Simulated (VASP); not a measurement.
# BaZnF2 (P4/mmm) in VASP: single point with PBE

Aim: the single point of BaZnF2 with PBE.

Everything below comes from runs of VASP 6.6.1. Logs are shortened: lines on timing, memory, paths and dates and some standing lists are left out, and cuts for length are marked.

**1. The cell of the first run**

Symmetry: P4/mmm, No. 123, tetragonal system. Conventional cell: a = 3.341 Å, b = 3.341 Å, c = 4.768 Å, α = 90.00°, β = 90.00°, γ = 90.00°. Ba (site symmetry 4/mmm) has 4 F at 1.67 Å within 2.2 Å. Within 3.1 Å of Zn (site symmetry 4/mmm) lie 2 Ba at 2.38 Å and 8 F at 2.91 Å. Within 2.2 Å of F (site symmetry mmm) lie 2 Ba at 1.67 Å.

The cell was generated, and may not be a known phase.

**2. Single point, PBE**

INCAR reads:

```
SYSTEM = BaZnF2
  PREC = Accurate
  ENCUT = 520
  EDIFF = 1E-6
  ISMEAR = 0
  SIGMA = 0.1
  LREAL = .FALSE.
  LASPH = .TRUE.
  NELM = 60
  ALGO = Normal
  ISIF = 2
  LWAVE = .FALSE.
  LCHARG = .FALSE.
  GGA = PE
  NBANDS = 26
```

KPOINTS reads:

```
Automatic mesh
0
G
  6 6 4
  0 0 0
```

POSCAR reads:

```
BaZnF2
1.0
    3.3411879500      0.0000000000      0.0000000000
    0.0000000000      3.3411879500      0.0000000000
    0.0000000000      0.0000000000      4.7678961700
Ba Zn F
1 1 2
Direct
    0.5000000000      0.5000000000      0.0000000000
    0.5000000000      0.5000000000      0.5000000000
    0.5000000000      0.0000000000      0.0000000000
    0.0000000000      0.5000000000      0.0000000000
```

Potentials or basis: VASP PAW PBE potentials, release 64 (Ba_sv, Zn, F).

Launch:

```
$ cat potpaw_PBE.64/Ba_sv/POTCAR potpaw_PBE.64/Zn/POTCAR potpaw_PBE.64/F/POTCAR > POTCAR
$ mpirun -np 1 vasp_std > vasp.out
```

OUTCAR:

```text
SYSTEM = BaZnF2
   PREC = Accurate
   ENCUT = 520
   EDIFF = 1E-6
   ISMEAR = 0
   LREAL = .FALSE.
   LASPH = .TRUE.
   NELM = 60
   ISIF = 2
   GGA = PE

 ion  position               nearest neighbor table
   1  0.500  0.500  0.000-   3 1.67   4 1.67   3 1.67   4 1.67   2 2.38   2 2.38
   2  0.500  0.500  0.500-   1 2.38   1 2.38
   3  0.500  0.000  0.000-   1 1.67   1 1.67
   4  0.000  0.500  0.000-   1 1.67   1 1.67

  LATTYP: Found a simple tetragonal cell.
 ALAT       =     3.3411879500
 C/A-ratio  =     1.4270062748

  Lattice vectors:

 A1 = (   3.3411879500,   0.0000000000,   0.0000000000)
 A2 = (   0.0000000000,   3.3411879500,   0.0000000000)
 A3 = (   0.0000000000,   0.0000000000,   4.7678961700)

Analysis of symmetry for initial positions (statically):
=====================================================================
 Subroutine PRICEL returns:
 Original cell was already a primitive cell.

 Routine SETGRP: Setting up the symmetry group for a
 simple tetragonal supercell.

 Subroutine GETGRP returns: Found 16 space group operations
 (whereof 16 operations were pure point group operations)
 out of a pool of 16 trial point group operations.

The static configuration has the point symmetry D_4h.

Analysis of symmetry for dynamics (positions and initial velocities):
=====================================================================
 Subroutine PRICEL returns:
 Original cell was already a primitive cell.

 Routine SETGRP: Setting up the symmetry group for a
 simple tetragonal supercell.

 Subroutine GETGRP returns: Found 16 space group operations
 (whereof 16 operations were pure point group operations)
 out of a pool of 16 trial point group operations.

The dynamic configuration has the point symmetry D_4h.

 Subroutine INISYM returns: Found 16 space group operations
 (whereof 16 operations are pure point group operations),
 and found     1 'primitive' translations

----------------------------------------------------------------------------------------

                                     Primitive cell

  volume of cell :      53.2266

  direct lattice vectors                    reciprocal lattice vectors
     3.341187950  0.000000000  0.000000000     0.299294746  0.000000000  0.000000000
     0.000000000  3.341187950  0.000000000     0.000000000  0.299294746  0.000000000
     0.000000000  0.000000000  4.767896170     0.000000000  0.000000000  0.209736111

  length of vectors
     3.341187950  3.341187950  4.767896170     0.299294746  0.299294746  0.209736111

  position of ions in fractional coordinates (direct lattice)
     0.500000000  0.500000000  0.000000000
     0.500000000  0.500000000  0.500000000
     0.500000000  0.000000000  0.000000000
     0.000000000  0.500000000  0.000000000

  ion indices of the primitive-cell ions
   primitive index   ion index
                 1           1
                 2           2
                 3           3
                 4           4

----------------------------------------------------------------------------------------

 KPOINTS: Automatic mesh

Automatic generation of k-mesh.
 Grid dimensions read from file:
 generate k-points for:    6    6    4

 Generating k-lattice:

  Cartesian coordinates                     Fractional coordinates (reciprocal lattice)
     0.049882458  0.000000000  0.000000000     0.166666667  0.000000000  0.000000000
     0.000000000  0.049882458  0.000000000     0.000000000  0.166666667  0.000000000
     0.000000000  0.000000000  0.052434028     0.000000000  0.000000000  0.250000000

  Length of vectors
     0.049882458  0.049882458  0.052434028

  Shift w.r.t. Gamma in fractional coordinates (k-lattice)
     0.000000000  0.000000000  0.000000000

 Subroutine IBZKPT returns following result:
 ===========================================

 Found     30 irreducible k-points:

 Following reciprocal coordinates:
            Coordinates               Weight
  0.000000  0.000000  0.000000      1.000000
  0.166667  0.000000  0.000000      4.000000
  0.333333  0.000000  0.000000      4.000000
  0.500000  0.000000  0.000000      2.000000
  0.166667  0.166667  0.000000      4.000000
  0.333333  0.166667  0.000000      8.000000
[... 16 lines left out ...]
  0.333333  0.000000  0.500000      4.000000
  0.500000  0.000000  0.500000      2.000000
 [... further k-points ...]
   k-points           NKPTS =     30   k-points in BZ     NKDIM =     30   number of bands    NBANDS=     26
   number of dos      NEDOS =    301   number of ions     NIONS =      4
   total plane-waves  NPLWV =  28224
   dimension x,y,z NGX =    28 NGY =   28 NGZ =   36
   dimension x,y,z NGXF=    56 NGYF=   56 NGZF=   72
   ions per type =               1   1   2
   NGX,Y,Z   is equivalent  to a cutoff of  13.93, 13.93, 12.55 a.u.
   NGXF,Y,Z  is equivalent  to a cutoff of  27.86, 27.86, 25.10 a.u.
 SYSTEM =  BaZnF2
   PREC   = accura    normal or accurate (medium, high low for compatibility)
   ISTART =      0    job   : 0-new  1-cont  2-samecut
   ICHARG =      2    charge: 1-file 2-atom 10-const
   ISPIN  =      1    spin polarized calculation?
   LNONCOLLINEAR =      F non collinear calculations
   LSORBIT =      F    spin-orbit coupling
   LASPH  =      T    aspherical Exc in radial PAW
   ENCUT  =  520.0 eV  38.22 Ry    6.18 a.u.   6.21  6.21  8.87*2*pi/ulx,y,z
   NELM   =     60;   NELMIN=  2; NELMDL= -5     # of ELM steps
   EDIFF  = 0.1E-05   stopping-criterion for ELM
   LREAL  =      F    real-space projection
   EDIFFG = 0.1E-04   stopping-criterion for IOM
   NSW    =      0    number of steps for IOM
   IBRION =     -1    ionic relax: 0-MD 1-quasi-New 2-CG
   NFREE  =      0    steps in history (QN), initial steepest desc. (CG)
   ISIF   =      2    stress and relaxation
   ISYM   =      2    0-nonsym 1-usesym 2-fastsym
   POTIM  = 0.5000    time-step for ionic-motion
   TEBEG  =    0.0;   TEEND  =   0.0 temperature during run
   PSTRESS=    0.0 pullay stress
   NELECT =      36.0000    total number of electrons
   NUPDOWN=      -1.0000    fix difference up-down
   EMIN   =  10.00;   EMAX   =-10.00  energy-range for DOS
   EFERMI =   0.00;   METHOD = LEGACY
   ISMEAR =     0;   SIGMA  =   0.10  broadening in eV -4-tet -1-fermi 0-gaus
   EFERMI_NEDOS =   21; number of points for ismear=-14 and -15
   IALGO  =     38    algorithm
   IMIX   =      4    mixing-type and parameters
     AMIX     =   0.40;   BMIX     =  1.00
     AMIX_MAG =   1.60;   BMIX_MAG =  1.00
  volume/ion in A,a.u.               =      13.31        89.80
  Fermi-wavevector in a.u.,A,eV,Ry     =   1.437031  2.715595 28.096820  2.065058
  Thomas-Fermi vector in A             =   2.556154
   LORBIT       =      0    0 simple, 1 ext, 2 COOP (PROOUT), +10 PAW based schemes
   GGA     = PE    functional components
   LHFCALC =     F    Hartree Fock is set to
   AEXX    =    0.0000 exact exchange contribution
   IVDW    =     0    specifies the selected vdW correction
   LEPSILON=     F    determine dielectric tensor
   LRPA    =     F    only Hartree local field effects (RPA)
 non-spin polarized calculation
 Gauss-broadening in eV      SIGMA  =   0.10
  energy-cutoff  :      520.00
  volume of cell :       53.23
 maximum number of plane-waves:      1464
 NGX is ok and might be reduce to    28
   NGX = 13   NGY = 13   NGZ = 17

 number of electron      35.9999995 magnetization

 Free energy of the ion-electron system (eV)
  ---------------------------------------------------
  ext. energy  EPLUGINS =         0.00000000
  ---------------------------------------------------
  free energy    TOTEN  =        22.38862253 eV

  energy without entropy =       22.39381085  energy(sigma->0) =       22.39121669

 E-fermi :   6.5067     XC(G=0): -10.9516

 val. band max:        6.4815527441   @ k =   0.3333   0.0000   0.2500
 cond. band min:       6.6134172531   @ k =   0.5000   0.5000   0.5000
 fundamental gap:      0.1318645090
 Fermi energy:         6.5067462912

 k-point     1 :       0.0000    0.0000    0.0000
  band No.  band energies     occupation
      1     -32.1149      2.00000
      2     -26.4836      2.00000
      3     -17.1174      2.00000
      4     -17.1174      2.00000
      5     -15.4419      2.00000
      6     -12.0874      2.00000
[... 18 lines left out ...]
     25      13.3514      0.00000
     26      14.9001      0.00000

 k-point     2 :       0.1667    0.0000    0.0000
  band No.  band energies     occupation
      1     -31.8564      2.00000
      2     -26.8601      2.00000
      3     -18.8584      2.00000
      4     -17.0348      2.00000
      5     -12.8342      2.00000
      6     -11.8549      2.00000
[... 18 lines left out ...]
     25      13.7774      0.00000
     26      15.3892      0.00000

 k-point     3 :       0.3333    0.0000    0.0000
  band No.  band energies     occupation
      1     -31.1660      2.00000
      2     -27.8292      2.00000
      3     -20.1524      2.00000
      4     -16.8607      2.00000
      5     -11.2713      2.00000
      6      -9.4372      2.00000
[... 18 lines left out ...]
     25      14.6244      0.00000
     26      16.1747      0.00000

 k-point     4 :       0.5000    0.0000    0.0000
  band No.  band energies     occupation
      1     -30.5981      2.00000
      2     -28.5514      2.00000
      3     -20.5368      2.00000
      4     -16.7682      2.00000
      5     -10.8678      2.00000
      6      -7.9636      2.00000
[... 18 lines left out ...]
     25      14.8216      0.00000
     26      16.5853      0.00000
[... 496 lines left out ...]
      1     -31.8496      2.00000
      2     -26.8597      2.00000
      3     -18.8359      2.00000
      4     -17.0383      2.00000
      5     -12.7613      2.00000
      6     -12.2032      2.00000
[... 18 lines left out ...]
     25      15.6888      0.00000
     26      17.2483      0.00000

 k-point    23 :       0.3333    0.0000    0.5000
  band No.  band energies     occupation
      1     -31.1593      2.00000
      2     -27.8286      2.00000
      3     -20.1275      2.00000
      4     -16.8642      2.00000
      5     -11.6406      2.00000
      6      -9.3555      2.00000
[... 18 lines left out ...]
     25      15.9195      0.00000
     26      16.3195      0.00000

 k-point    24 :       0.5000    0.0000    0.5000
  band No.  band energies     occupation
      1     -30.5908      2.00000
      2     -28.5515      2.00000
      3     -20.5120      2.00000
      4     -16.7722      2.00000
      5     -11.2632      2.00000
      6      -7.9644      2.00000
[... 18 lines left out ...]
     25      16.5631      0.00000
     26      16.8705      0.00000

 [... further k-points ...]

------------------------ aborting loop because EDIFF is reached ----------------------------------------

  FORCE on cell =-STRESS in cart. coord.  units (eV):
  Direction    XX          YY          ZZ          XY          YZ          ZX
  --------------------------------------------------------------------------------------
  -------------------------------------------------------------------------------------
  Total      121.3932150    121.3932150     25.1057484      0.0000000     -0.0000000      0.0000000
  in kB     3654.0660544   3654.0660544    755.7099719      0.0000000     -0.0000000      0.0000000
  external PRESSURE =    2687.9473602 kB  Pullay stress =       0.0000000 kB

 VOLUME and BASIS-vectors are now :
 -----------------------------------------------------------------------------
  energy-cutoff  :      520.00
  volume of cell :       53.23
      direct lattice vectors                 reciprocal lattice vectors
     3.341187950  0.000000000  0.000000000     0.299294746  0.000000000  0.000000000
     0.000000000  3.341187950  0.000000000     0.000000000  0.299294746  0.000000000
     0.000000000  0.000000000  4.767896170     0.000000000  0.000000000  0.209736111

 POSITION                                       TOTAL-FORCE (eV/Angst)
 -----------------------------------------------------------------------------------
      1.67059      1.67059      0.00000         0.000000      0.000000      0.000000
      1.67059      1.67059      2.38395         0.000000      0.000000      0.000000
      1.67059      0.00000      0.00000         0.000000      0.000000      0.000000
      0.00000      1.67059      0.00000         0.000000      0.000000      0.000000
 -----------------------------------------------------------------------------------
    total drift:                                0.000000      0.000000     -0.000000

  FREE ENERGIE OF THE ION-ELECTRON SYSTEM (eV)
  ---------------------------------------------------
  free  energy   TOTEN  =        22.3886225283 eV

  energy  without entropy=       22.3938108533  energy(sigma->0) =       22.39121669
```

It took 26 s on 1 thread of Intel Xeon Platinum 8559C (Emerald Rapids), shared host; peak memory 0.2 GiB.

Results:

- Free energy: 22.3886 eV
- Pressure: 268.8 GPa
- Band gap on the k mesh: zero (bands 18 and 19 overlap by 2.59 eV)

Caveat: the stress differs along the axes, from 76 to 365 GPa; spin-orbit coupling is left out, which moves the levels of the heavy elements.

The gap in the log of VASP goes by the Fermi energy; the results here count the filled bands.